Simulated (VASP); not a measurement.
Here is a VASP 6.6.1 calculation.

The input INCAR:

```
SYSTEM = Ti
PREC = Accurate
ENCUT = 520
EDIFF = 1E-6
ISMEAR = 0
SIGMA = 0.15
LREAL = .False.
LASPH = .True.
NELM = 100
ALGO = Fast
ISIF = 2
LWAVE = .False.
LCHARG = .True.
GGA = PE
LELF = .True.
LVHAR = .True.
NBANDS = 25
```

Contents of KPOINTS:

```
Automatic mesh
0
Gamma
  12 12 14
  0 0 0
```

File POSCAR:

```
Ti
1.0
    4.8996000000      0.0000000000      0.0000000000
   -2.4498000000      4.2431780684      0.0000000000
    0.0000000000      0.0000000000      2.9450000000
Ti
3
Direct
    0.0000000000      0.0000000000      0.0000000000
    0.3333333333      0.6666666667      0.5000000000
    0.6666666667      0.3333333333      0.5000000000
```

Potentials or basis: VASP PAW PBE potentials, release 64 (Ti_sv).

Launch:

```console
$ cat potpaw_PBE.64/Ti_sv/POTCAR > POTCAR
$ mpirun -np 1 vasp_std > vasp.out
```

**Question.** Estimate the pressure.

**Answer.** -14.1 GPa.

**Question.** What does it give for the band gap on the k mesh?

**Answer.** Zero (bands 18 and 19 overlap by 0.28 eV).

Stress tensor (GPa, compression positive):
```
-15.22   0.00   0.00
  0.00 -15.22   0.00
  0.00   0.00 -11.89
```

Caveat: the cell stands under tension.
